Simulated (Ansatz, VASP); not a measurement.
## Two plane-wave programs on ScAs4

```
Sc As
1.0
     2.37222   -3.47210    0.00000
     2.37222    3.47210    0.00000
     0.00000    0.00000    8.42553
Sc As
1 4
Direct
  0.00000 0.00000 0.00000
  0.50000 0.50000 0.71303
  0.50000 0.50000 0.28697
  0.29570 0.70430 0.50000
  0.70430 0.29570 0.50000
```

Alike in both runs: task relaxation of cell and atoms; functional PBE; k mesh 4 × 4 × 2; occupations gaussian, width 0.1 eV; no spin polarisation.

```csv
,VASP,Ansatz
version,VASP 6.6.1,Ansatz 0.2.0
potentials or method,"VASP PAW PBE potentials, release 64 (Sc_sv, As), cutoff 500 eV","scalar-relativistic, plane waves, PAW"
valence electrons in the cell,31,71
```

|  | VASP | Ansatz | Ansatz less VASP |
| --- | --- | --- | --- |
| gap on the k mesh at the Fermi level, each at its own relaxed structure (eV) | none | none | - |
| relaxed volume (Å³/atom) | 25.83 | 21.62 | -4.208 |
| relaxed length of the cell vector where the two differ most in proportion (Å) | 4.888 | 3.762 | -1.1259 |

A gap of «none» marks a metal or a gap that the smearing closes. One of these differences is far larger than is usual between the two programs; its cause wasn't traced. VASP's potentials hold 31 valence electrons a cell and Ansatz's 71, so a difference there can come from the potentials and not from the codes.

The k mesh is coarse, so the values compare programs but aren't converged.
